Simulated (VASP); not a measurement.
SrO: single point with PBEsol

The system is SrO.

```xyz
2
Lattice="0.0000 2.5663 2.5663 2.5663 0.0000 2.5663 2.5663 2.5663 0.0000" Properties=species:S:1:pos:R:3 pbc="T T T"
Sr    2.5663    2.5663    2.5663
O     0.0000    0.0000    0.0000
```

```json
{
 "Program": "VASP 6.6.1",
 "Task": "single point",
 "Functional": "PBEsol",
 "Potentials or basis": "VASP PAW PBE potentials, release 64 (Sr_sv, O)",
 "Cutoff": "520 eV",
 "k mesh": "7 × 7 × 7",
 "Occupations": "fermi-dirac, width 0.05 eV",
 "Spin": "no spin polarisation"
}
```

```
Pressure               : 0.1 GPa
Band gap on the k mesh : 3.25 eV, indirect (least direct gap 3.35 eV)
```

Levels at points of the mesh, in eV from the valence-band top:
| k point | band 6 | band 7 | band 8 | band 9 | band 10 | band 11 |
| --- | --- | --- | --- | --- | --- | --- |
| (0.00, 0.00, 0.00) | 0.00 | 0.00 | 0.00 | 3.86 | 6.17 | 6.17 |

Run time: 6.3 s on 1 thread of Intel(R) Xeon(R) 6975P-C (Granite Rapids), on a shared host, peak memory 0.16 GiB.

Caveat: the PAW data sets were made with another functional, which shifts forces and pressure a little. A k mesh can miss the band edges.
